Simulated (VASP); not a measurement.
Ta:

```
CELL_PARAMETERS angstrom
-1.65128 1.65128 1.65128
1.65128 -1.65128 1.65128
1.65128 1.65128 -1.65128
ATOMIC_POSITIONS crystal
Ta 0.00000 0.00000 0.00000
```

Base run:

- Program: VASP 6.6.1
- Functional: RPBE
- Potentials or basis: VASP PAW PBE potentials, release 64 (Ta_pv)
- Cutoff: 500 eV
- k mesh: 10 × 10 × 10
- Occupations: fermi-dirac, width 0.1 eV
- Spin: no spin polarisation

Its results: pressure 7.8 GPa.

**Question.** After a change of settings the same cell gave: pressure -7.0 GPa. Which change was it?
A. functional from RPBE to BLYP
B. functional from RPBE to LDA; potentials or basis from VASP PAW PBE potentials, release 64 (Ta_pv) to VASP PAW LDA potentials, release 64 (Ta_pv)
C. functional from RPBE to PBE

**Answer.** B.

Caveats: the PAW data sets were made with another functional, which shifts forces and pressure a little (some runs).
